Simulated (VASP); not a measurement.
Input of a VASP 6.6.1 run:

File INCAR:

```
  PREC = Accurate
  ENCUT = 520
  EDIFF = 1E-7
  ISMEAR = 0
  SIGMA = 0.1
  LREAL = F
  LASPH = T
  NELM = 80
  ALGO = Normal
  ISIF = 2
  LWAVE = F
  LCHARG = F
  LDIPOL = T
  IDIPOL = 3
  DIPOL = 0.5 0.5 0.326
  GGA = PE
  IBRION = 2
  NSW = 36
  EDIFFG = -0.025
```

Contents of KPOINTS:

```
Automatic mesh
0
Gamma
  9 9 1
```

Contents of POSCAR:

```
HPt3
1.0
    2.8071640668      0.0000000000      0.0000000000
    0.0000000000      2.8071640668      0.0000000000
    0.0000000000      0.0000000000     19.3513900635
Pt H
3 1
Selective dynamics
Direct
    0.5000000000      0.5000000000      0.2067034971  F F F
    0.0000000000      0.0000000000      0.3062505493  F F F
    0.5000000000      0.5000000000      0.4057274458  F F F
    0.8333333333      1.0000000000      0.3870653517  F F T
```

Potentials or basis: VASP PAW PBE potentials, release 64 (Pt, H).

Launch:

```sh
$ cat potpaw_PBE.64/Pt/POTCAR potpaw_PBE.64/H/POTCAR > POTCAR
$ mpirun -np 1 vasp_std > vasp.out
```

What does it give for the energy gained by relaxing?

233.3 meV/atom.

Estimate the band gap on the k mesh.

zero (an odd number of electrons rules out a gap without spin polarisation).

Step by step:
```tsv
step	energy change (eV)	largest force on free atoms (eV/Å)	pressure (GPa)
1	0.0000	1.6618	3.88
2	-0.1139	1.2243	3.47
3	-0.3352	0.8940	2.64
4	-0.7540	0.8746	0.71
5	-0.4552	1.6312	-3.10
6	-0.9302	0.1422	-0.91
7	-0.9331	0.0426	-1.18
8	-0.9332	0.0325	-1.07
9	-0.9332	0.0321	-1.07
10	-0.9332	0.0309	-1.07
11	-0.9332	0.0309	-1.07
12	-0.9332	0.0309	-1.07
13	-0.9332	0.0308	-1.07
14	-0.9332	0.0307	-1.07
15	-0.9332	0.0304	-1.07
16	-0.9332	0.0299	-1.07
17	-0.9332	0.0286	-1.08
18	-0.9332	0.0264	-1.08
19	-0.9333	0.0218	-1.08
```

Caveat: spin-orbit coupling is left out, which moves the levels of the heavy elements.
